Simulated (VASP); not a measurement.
# BeCd2S3 (P1) in VASP: relaxation of cell and atoms with PBE

Aim: the relaxation of cell and atoms of BeCd2S3 with PBE.

Everything below comes from runs of VASP 6.6.1. Logs are shortened: lines on timing, memory, paths and dates and some standing lists are left out, and cuts for length are marked.

## Step 1: The cell of the first run

The typed cell holds 12 atoms: a = 6.336 Å, b = 6.978 Å, c = 7.178 Å, α = 121.50°, β = 89.51°, γ = 91.33°.

## Step 2: Relaxation of cell and atoms, PBE

INCAR

```
ALGO = Normal
EDIFF = 1E-7
EDIFFG = -0.025
ENCUT = 600
GGA = PE
IBRION = 2
ISIF = 3
ISMEAR = 0
LASPH = T
LCHARG = F
LREAL = F
LWAVE = F
NELM = 80
NSW = 80
PREC = Accurate
SIGMA = 0.1
```

KPOINTS

```
k-points
0
Gamma
  2 2 2
```

POSCAR

```
BeCd2S3
1.0
   -0.0589697283      0.0471852122     -6.3360079336
    6.1166453917     -3.3583362811      0.0802015105
   -6.2328518233     -3.5592459723     -0.0294522599
Be Cd S
2 4 6
Direct
    0.4695563300      0.8953447346      0.8739716163
   -0.0039161612      0.1709977884      0.1897739113
    0.5190844554      0.4753698092      0.1766232413
   -0.0235607638      0.5090471945      0.8049776936
    0.4977878525      0.1157951180      0.4437613461
    0.0008791663      0.8475602891      0.5233905325
    0.4201766769      0.8565064454      0.5888521324
    0.4682248203      0.5338138808      0.8489716736
    0.3864611791      0.1054204975      0.1102562515
    0.8858533433      0.4449030226      0.1415869646
    0.8870914084      0.1744262039      0.4512659571
    0.8233616930      0.8708150159      0.8465686797
```

Potentials or basis: VASP PAW PBE potentials, release 64 (Be, Cd, S).

Started as:

```console
cat potpaw_PBE.64/Be/POTCAR potpaw_PBE.64/Cd/POTCAR potpaw_PBE.64/S/POTCAR > POTCAR
mpirun -np 1 vasp_std > vasp.out
```

OUTCAR:

```text
EDIFF = 1E-7
   EDIFFG = -0.025
   ENCUT = 600
   GGA = PE
   IBRION = 2
   ISIF = 3
   ISMEAR = 0
   LASPH = T
   LREAL = F
   NELM = 80
   NSW = 80
   PREC = Accurate

 ion  position               nearest neighbor table
   1  0.470  0.895  0.874-   9 1.65   7 1.95  12 2.25   8 2.43
   2  0.996  0.171  0.190-  11 1.98  10 2.24  12 2.49   9 2.53
   3  0.519  0.475  0.177-  10 2.34   9 2.49   8 2.61   7 2.84
   4  0.976  0.509  0.805-  11 2.45  12 2.59  10 2.73   8 3.13   8 3.23
   5  0.498  0.116  0.444-   9 2.47  11 2.49   7 2.55   8 2.86
   6  0.001  0.848  0.523-  12 2.50   7 2.70  11 2.70  10 2.80
   7  0.420  0.857  0.589-   1 1.95   5 2.55   6 2.70   3 2.84
   8  0.468  0.534  0.849-   1 2.43   3 2.61   5 2.86   4 3.13   4 3.23
   9  0.386  0.105  0.110-   1 1.65   5 2.47   3 2.49   2 2.53
  10  0.886  0.445  0.142-   2 2.24   3 2.34   4 2.73   6 2.80
  11  0.887  0.174  0.451-   2 1.98   4 2.45   5 2.49   6 2.70
  12  0.823  0.871  0.847-   1 2.25   2 2.49   6 2.50   4 2.59

  LATTYP: Found a triclinic cell.
 ALAT       =     6.9784099698
 B/A-ratio  =     1.0285397570
 C/A-ratio  =     0.9080088531
 COS(alpha) =     0.0084919149
 COS(beta)  =     0.0232328191
 COS(gamma) =     0.5225471244

  Lattice vectors:

 A1 = (   6.1166453917,  -3.3583362811,   0.0802015105)
 A2 = (   6.2328518233,   3.5592459723,   0.0294522599)
 A3 = (   0.0589697283,  -0.0471852122,   6.3360079336)

Analysis of symmetry for initial positions (statically):
=====================================================================
 Subroutine PRICEL returns:
 Original cell was already a primitive cell.

 Routine SETGRP: Setting up the symmetry group for a
 triclinic supercell.

 Subroutine GETGRP returns: Found  1 space group operations
 (whereof  1 operations were pure point group operations)
 out of a pool of  2 trial point group operations.

The static configuration has the point symmetry C_1 .

Analysis of symmetry for dynamics (positions and initial velocities):
=====================================================================
 Subroutine PRICEL returns:
 Original cell was already a primitive cell.

 Routine SETGRP: Setting up the symmetry group for a
 triclinic supercell.

 Subroutine GETGRP returns: Found  1 space group operations
 (whereof  1 operations were pure point group operations)
 out of a pool of  2 trial point group operations.

The dynamic configuration has the point symmetry C_1 .

 Subroutine INISYM returns: Found  1 space group operations
 (whereof  1 operations are pure point group operations),
 and found     1 'primitive' translations

----------------------------------------------------------------------------------------

                                     Primitive cell

  volume of cell :     270.5266

  direct lattice vectors                    reciprocal lattice vectors
    -0.058969728  0.047185212 -6.336007934     0.001420812 -0.001181899 -0.157850111
     6.116645392 -3.358336281  0.080201511     0.083366287 -0.145973290 -0.001862982
    -6.232851823 -3.559245972 -0.029452260    -0.078641653 -0.143240556 -0.000334810

  length of vectors
     6.336458033  6.978409970  7.177572095     0.157860929  0.168111897  0.163408930

  position of ions in fractional coordinates (direct lattice)
     0.469556330  0.895344735  0.873971616
     0.996083839  0.170997788  0.189773911
     0.519084455  0.475369809  0.176623241
     0.976439236  0.509047194  0.804977694
     0.497787852  0.115795118  0.443761346
     0.000879166  0.847560289  0.523390533
     0.420176677  0.856506445  0.588852132
     0.468224820  0.533813881  0.848971674
     0.386461179  0.105420497  0.110256251
     0.885853343  0.444903023  0.141586965
     0.887091408  0.174426204  0.451265957
     0.823361693  0.870815016  0.846568680

  ion indices of the primitive-cell ions
   primitive index   ion index
                 1           1
                 2           2
                 3           3
                 4           4
                 5           5
                 6           6
                 7           7
                 8           8
                 9           9
                10          10
                11          11
                12          12

----------------------------------------------------------------------------------------

 KPOINTS: k-points

Automatic generation of k-mesh.
 Grid dimensions read from file:
 generate k-points for:    2    2    2

 Generating k-lattice:

  Cartesian coordinates                     Fractional coordinates (reciprocal lattice)
     0.000710406 -0.000590949 -0.078925055     0.500000000  0.000000000 -0.000000000
     0.041683144 -0.072986645 -0.000931491    -0.000000000  0.500000000  0.000000000
    -0.039320826 -0.071620278 -0.000167405    -0.000000000  0.000000000  0.500000000

  Length of vectors
     0.078930465  0.084055949  0.081704465

  Shift w.r.t. Gamma in fractional coordinates (k-lattice)
     0.000000000  0.000000000  0.000000000

 Subroutine IBZKPT returns following result:
 ===========================================

 Found      8 irreducible k-points:

 Following reciprocal coordinates:
            Coordinates               Weight
  0.000000  0.000000  0.000000      1.000000
  0.500000 -0.000000  0.000000      1.000000
  0.000000  0.500000 -0.000000      1.000000
  0.500000  0.500000 -0.000000      1.000000
  0.000000 -0.000000  0.500000      1.000000
  0.500000  0.000000  0.500000      1.000000
  0.000000  0.500000  0.500000      1.000000
  0.500000  0.500000  0.500000      1.000000
   k-points           NKPTS =      8   k-points in BZ     NKDIM =      8   number of bands    NBANDS=     52
   number of dos      NEDOS =    301   number of ions     NIONS =     12
   total plane-waves  NPLWV = 181440
   dimension x,y,z NGX =    54 NGY =   56 NGZ =   60
   dimension x,y,z NGXF=   108 NGYF=  112 NGZF=  120
   ions per type =               2   4   6
   NGX,Y,Z   is equivalent  to a cutoff of  14.17, 13.34, 13.90 a.u.
   NGXF,Y,Z  is equivalent  to a cutoff of  28.34, 26.68, 27.79 a.u.
 SYSTEM =  unknown system
   PREC   = accura    normal or accurate (medium, high low for compatibility)
   ISTART =      0    job   : 0-new  1-cont  2-samecut
   ICHARG =      2    charge: 1-file 2-atom 10-const
   ISPIN  =      1    spin polarized calculation?
   LNONCOLLINEAR =      F non collinear calculations
   LSORBIT =      F    spin-orbit coupling
   LASPH  =      T    aspherical Exc in radial PAW
   ENCUT  =  600.0 eV  44.10 Ry    6.64 a.u.  12.66 13.94 14.34*2*pi/ulx,y,z
   NELM   =     80;   NELMIN=  2; NELMDL= -5     # of ELM steps
   EDIFF  = 0.1E-06   stopping-criterion for ELM
   LREAL  =      F    real-space projection
   EDIFFG = -.3E-01   stopping-criterion for IOM
   NSW    =     80    number of steps for IOM
   IBRION =      2    ionic relax: 0-MD 1-quasi-New 2-CG
   NFREE  =      1    steps in history (QN), initial steepest desc. (CG)
   ISIF   =      3    stress and relaxation
   ISYM   =      2    0-nonsym 1-usesym 2-fastsym
   POTIM  = 0.5000    time-step for ionic-motion
   TEBEG  =    0.0;   TEEND  =   0.0 temperature during run
   PSTRESS=    0.0 pullay stress
   NELECT =      88.0000    total number of electrons
   NUPDOWN=      -1.0000    fix difference up-down
   EMIN   =  10.00;   EMAX   =-10.00  energy-range for DOS
   EFERMI =   0.00;   METHOD = LEGACY
   ISMEAR =     0;   SIGMA  =   0.10  broadening in eV -4-tet -1-fermi 0-gaus
   EFERMI_NEDOS =   21; number of points for ismear=-14 and -15
   IALGO  =     38    algorithm
   IMIX   =      4    mixing-type and parameters
     AMIX     =   0.40;   BMIX     =  1.00
     AMIX_MAG =   1.60;   BMIX_MAG =  1.00
  volume/ion in A,a.u.               =      22.54       152.13
  Fermi-wavevector in a.u.,A,eV,Ry     =   1.125898  2.127639 17.247375  1.267646
  Thomas-Fermi vector in A             =   2.262577
   LORBIT       =      0    0 simple, 1 ext, 2 COOP (PROOUT), +10 PAW based schemes
   GGA     = PE    functional components
   LHFCALC =     F    Hartree Fock is set to
   AEXX    =    0.0000 exact exchange contribution
   IVDW    =     0    specifies the selected vdW correction
   LEPSILON=     F    determine dielectric tensor
   LRPA    =     F    only Hartree local field effects (RPA)
 conjugate gradient relaxation of ions
 non-spin polarized calculation
 Gauss-broadening in eV      SIGMA  =   0.10
  energy-cutoff  :      600.00
  volume of cell :      270.53
 maximum number of plane-waves:      9060
 NGX is ok and might be reduce to    54
   NGX = 25   NGY = 27   NGZ = 29

--------------------------------------- Ionic step        1  -------------------------------------------

 number of electron      88.0000005 magnetization

 Free energy of the ion-electron system (eV)
  ---------------------------------------------------
  ext. energy  EPLUGINS =         0.00000000
  ---------------------------------------------------
  free energy    TOTEN  =       -40.22876883 eV

  energy without entropy =      -40.22876883  energy(sigma->0) =      -40.22876883

------------------------ aborting loop because EDIFF is reached ----------------------------------------

  FORCE on cell =-STRESS in cart. coord.  units (eV):
  Direction    XX          YY          ZZ          XY          YZ          ZX
  --------------------------------------------------------------------------------------
  -------------------------------------------------------------------------------------
  Total       -1.8809402      7.9952599      2.6102714      1.5039752     -2.4801848     -2.4774342
  in kB      -11.1397527     47.3514358     15.4591723      8.9072010    -14.6887423    -14.6724518
  external PRESSURE =      17.2236185 kB  Pullay stress =       0.0000000 kB
[... 119 lines left out ...]
  FREE ENERGIE OF THE ION-ELECTRON SYSTEM (eV)
  ---------------------------------------------------
  free  energy   TOTEN  =       -42.4583330729 eV

  energy  without entropy=      -42.4583330729  energy(sigma->0) =      -42.45833307

[... ionic steps 4 to 22 ...]

--------------------------------------- Ionic step       23  -------------------------------------------

 number of electron      87.9999995 magnetization

------------------------ aborting loop because EDIFF is reached ----------------------------------------

  FORCE on cell =-STRESS in cart. coord.  units (eV):
  Direction    XX          YY          ZZ          XY          YZ          ZX
  --------------------------------------------------------------------------------------
  -------------------------------------------------------------------------------------
  Total       -0.0631156     -0.0306915     -0.0791030      0.0058506     -0.0070822      0.0364700
  in kB       -0.3927610     -0.1909898     -0.4922486      0.0364075     -0.0440718      0.2269485
  external PRESSURE =      -0.3586665 kB  Pullay stress =       0.0000000 kB
[... 77 lines left out ...]
  energy  without entropy=      -44.1787212364  energy(sigma->0) =      -44.17872124

--------------------------------------- Ionic step       25  -------------------------------------------

 number of electron      87.9999993 magnetization

 Free energy of the ion-electron system (eV)
  ---------------------------------------------------
  ext. energy  EPLUGINS =         0.00000000
  ---------------------------------------------------
  free energy    TOTEN  =       -44.17910022 eV

  energy without entropy =      -44.17910022  energy(sigma->0) =      -44.17910022

 E-fermi :   2.2775     XC(G=0):  -9.3084

 val. band max:        1.8263438210   @ k =   0.0000   0.0000   0.0000
 cond. band min:       3.7955925851   @ k =   0.0000   0.0000   0.0000
 fundamental gap:      1.9692487641
 Fermi energy:         2.2774502064

 k-point     1 :       0.0000    0.0000    0.0000
  band No.  band energies     occupation
      1     -10.7414      2.00000
      2     -10.0206      2.00000
      3      -9.7591      2.00000
      4      -9.7550      2.00000
      5      -9.7485      2.00000
      6      -9.7424      2.00000
[... 468 lines left out ...]
  FREE ENERGIE OF THE ION-ELECTRON SYSTEM (eV)
  ---------------------------------------------------
  free  energy   TOTEN  =       -44.1791002209 eV

  energy  without entropy=      -44.1791002208  energy(sigma->0) =      -44.17910022

 reached required accuracy - stopping structural energy minimisation
```

It took 25 min on 1 thread of Intel Xeon 6975P-C (Granite Rapids), shared host; peak memory 0.56 GiB.

Results:

| Property | Result |
| --- | --- |
| Free energy | -44.1791 eV |
| Relaxed volume | 21.43 Å³/atom |
| Relaxed cell | a = 6.355 Å, b = 6.835 Å, c = 6.835 Å, α = 119.97°, β = 90.02°, γ = 89.96° |
| Space group after relaxing (to 0.1 Å) | Cmc2_1 (No. 36) |
| Energy gained by relaxing | 329.2 meV/atom |
| Ionic steps | 25 |
| Pressure after relaxing | 0.0 GPa |
| Largest force after relaxing | 0.025 eV/Å |
| Band gap on the k mesh | 1.97 eV |

Forces on the atoms (eV/Å):
```
Be   0.001 -0.009 -0.006
Be  -0.002 -0.004  0.006
Cd   0.025  0.001  0.003
Cd  -0.003  0.008 -0.002
Cd   0.006  0.009  0.002
Cd  -0.007 -0.003  0.002
S    0.000 -0.006  0.002
S   -0.001  0.007  0.006
S   -0.009 -0.006 -0.006
S   -0.005 -0.013 -0.005
S   -0.003  0.007 -0.005
S   -0.001  0.008  0.003
```

Stress tensor (GPa, compression positive):
```
 0.01 -0.01  0.01
-0.01  0.10 -0.01
 0.01 -0.01  0.01
```

Step by step:
```csv
step,energy change (eV),largest force (eV/Å),pressure (GPa),volume (Å³)
1,0.0000,9.0349,1.72,270.53
2,-2.2749,2.2250,-2.64,279.95
3,-2.2296,2.0915,-2.28,276.76
4,-2.2788,2.1967,-2.60,279.28
5,-3.1783,1.3071,-1.04,265.84
6,-3.3401,1.2836,0.77,257.36
7,-3.6434,1.0596,0.07,258.02
8,-3.6908,0.9034,-0.09,258.36
9,-3.8597,0.3774,-0.18,258.03
10,-3.8882,0.4942,-0.13,257.81
11,-3.9247,0.1796,0.10,256.88
12,-3.9280,0.1699,0.21,256.51
13,-3.9363,0.1267,-0.14,257.84
14,-3.9367,0.1271,-0.24,258.21
15,-3.9415,0.0870,0.06,257.02
16,-3.9420,0.0792,0.20,256.46
17,-3.9457,0.0593,0.02,257.19
18,-3.9459,0.0657,-0.04,257.45
19,-3.9478,0.0447,-0.02,257.40
20,-3.9483,0.0418,-0.01,257.36
21,-3.9492,0.0300,0.02,257.25
22,-3.9493,0.0408,0.04,257.17
23,-3.9499,0.0284,-0.04,257.47
24,-3.9500,0.0282,-0.06,257.55
25,-3.9503,0.0247,0.04,257.17
```

Final structure:
```
Be Cd S
1.0
     0.00078   -0.00172   -6.35484
     5.91696   -3.42136   -0.00261
    -5.91953   -3.41643    0.00281
Be Cd S
2 4 6
Direct
  0.50085 0.84631 0.84672
  0.00106 0.15325 0.15276
  0.50523 0.48335 0.16785
  0.00523 0.51647 0.83298
  0.50471 0.16707 0.48563
  0.00474 0.83337 0.51440
  0.40682 0.83464 0.54283
  0.40741 0.54298 0.83623
  0.34047 0.12158 0.12233
  0.90713 0.45699 0.16394
  0.90670 0.16570 0.45706
  0.84066 0.87830 0.87727
```

Levels at points of the mesh, in eV from the valence-band top:
```csv
k point,band 42,band 43,band 44,band 45,band 46,band 47
"(0.00, 0.00, 0.00)",-0.09,-0.02,0.00,1.97,2.89,4.41
"(0.50, 0.00, 0.00)",-0.41,-0.29,-0.29,3.19,3.20,4.71
"(0.00, 0.50, 0.00)",-0.70,-0.69,-0.43,3.40,3.47,4.03
"(0.50, 0.50, 0.00)",-0.89,-0.80,-0.80,3.54,3.54,4.37
"(0.00, 0.00, 0.50)",-0.70,-0.70,-0.43,3.41,3.47,4.04
"(0.50, 0.00, 0.50)",-0.90,-0.80,-0.80,3.55,3.56,4.37
"(0.00, 0.50, 0.50)",-0.68,-0.59,-0.37,3.17,3.56,3.95
"(0.50, 0.50, 0.50)",-0.95,-0.64,-0.63,3.71,3.71,4.28
```

Caveat: the k points lie up to 0.53 Å⁻¹ apart in the final cell.
